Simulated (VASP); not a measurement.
Crystal: Ir.

```
CELL_PARAMETERS angstrom
0.00000 1.92000 1.92000
1.92000 0.00000 1.92000
1.92000 1.92000 0.00000
ATOMIC_POSITIONS crystal
Ir 0.00000 0.00000 0.00000
```

Base run:

```yaml
Program: VASP 6.6.1
Functional: PBE
Potentials_or_basis: VASP PAW PBE potentials, release 64 (Ir)
Cutoff: 520 eV
k_mesh: 12 × 12 × 12
Occupations: gaussian, width 0.05 eV
Spin: non-collinear spin, zero start, spin-orbit coupling
Starting_moments: "[[0.0, 0.0, 0.0]] μB"
```

Its results: pressure 10.0 GPa; net moment 0.00 μB per cell.

Problem. The run is repeated on the same cell with these changes: k mesh from 12 × 12 × 12 to 8 × 8 × 8; further incar settings from ALGO = Normal; EDIFF = 1e-06; NBANDS = 20 to ALGO = Fast; EDIFF = 1e-06; NBANDS = 20. What comes out?

Solution. Pressure 11.9 GPa; net moment 0.00 μB per cell.
